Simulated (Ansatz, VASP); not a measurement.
Two plane-wave programs on HfS2

The input INCAR:

```
SYSTEM = HfS2
ALGO = Normal ; DIPOL = 0.5 0.5 0.500
EDIFF = 1E-6 ; ENCUT = 400
GGA = PE ; GGA_COMPAT = .False.
IDIPOL = 3 ; ISIF = 2
ISMEAR = 0 ; IVDW = 12
LASPH = .True. ; LCHARG = .False.
LDIPOL = .True. ; LREAL = .False.
LWAVE = .False. ; NBANDS = 31
NELM = 120 ; NELMDL = -8
PREC = Accurate ; SIGMA = 0.05
```

File KPOINTS:

```
k-points
0
Gamma
  27 27 1
  0 0 0
```

POSCAR

```
HfS2
1.0
    3.6396641800      0.0000000000      0.0000000000
   -1.8198320900      3.1520416400      0.0000000000
    0.0000000000      0.0000000000     28.9143688770
S Hf
4 2
Direct
    0.6666666666      0.3333333334      0.3494600524
    0.3333333334      0.6666666668      0.4493091310
    0.6666666666      0.3333333334      0.5506908953
    0.3333333334      0.6666666668      0.6505399780
    0.0000000000      0.0000000000      0.3994123537
    0.0000000000      0.0000000000      0.6005875895
```

Input for Ansatz:

```yaml
crystal:
  lattice:
    - [3.63966418, 0.0, 0.0]
    - [-1.81983209, 3.15204164, 0.0]
    - [0.0, 0.0, 28.914368877]
  atoms:
    - { symbol: S, position: [0.6666666666, 0.3333333334, 0.3494600524] }
    - { symbol: Hf, position: [0.0, 0.0, 0.3994123537] }
    - { symbol: S, position: [0.3333333334, 0.6666666668, 0.449309131] }
    - { symbol: S, position: [0.6666666666, 0.3333333334, 0.5506908953] }
    - { symbol: Hf, position: [0.0, 0.0, 0.6005875895] }
    - { symbol: S, position: [0.3333333334, 0.6666666668, 0.650539978] }
basis:
  ecutwfc: 420.0
  fft_grid_basis: typed
kpoints:
  mp_grid: { grid: [27, 27, 1] }
hamiltonian:
  xc: pbe
  dispersion: d3bj
scf:
  occupations: { method: gaussian, width: 0.05 }
output:
  forces: true
  eigenvalues: true
  band_densities:
    - { e_range: [-2.6, -1.8] }
    - { e_range: [-1.8, -1.2] }
    - { e_range: [-1.2, -0.85] }
    - { e_range: [-0.85, 0.0] }
    - { e_range: [0.0, 0.9] }
    - { e_range: [0.9, 1.25] }
    - { e_range: [1.25, 1.85] }
    - { e_range: [1.85, 2.45] }
  band_residual_tolerance: 1.0e-05
  write_potential: true
  elf: true
  write_density: true
  volumetric_format: npy
efield:
  axis: 3
  dipole_correction: true
  ramp_width: 0.04
checkpoint:
  read: start.run
  write: ck
  compress: false
  write_wavefunctions: false
  write_every: 100000
```

Alike in both runs: task single point; functional PBE; dispersion D3(BJ); k mesh 27 × 27 × 1; occupations gaussian, width 0.05 eV; no spin polarisation.

|  | VASP | Ansatz |
| --- | --- | --- |
| version | VASP 6.6.1 | Ansatz 0.2.0 |
| potentials or method | VASP PAW PBE potentials, release 64 (S, Hf_pv), cutoff 400 eV | scalar-relativistic, plane waves, PAW |
| valence electrons in the cell | 44 | 76 |

VASP gave:

- gap on the k mesh at the Fermi level (eV): 1.25
- rms of the force components (eV/Å): 0.025

Which values does Ansatz return?

gap on the k mesh at the Fermi level (eV): 1.23; rms of the force components (eV/Å): 0.008.

VASP's potentials hold 44 valence electrons a cell and Ansatz's 76, so a difference there can come from the potentials and not from the codes.

Neither program's run includes spin-orbit coupling.
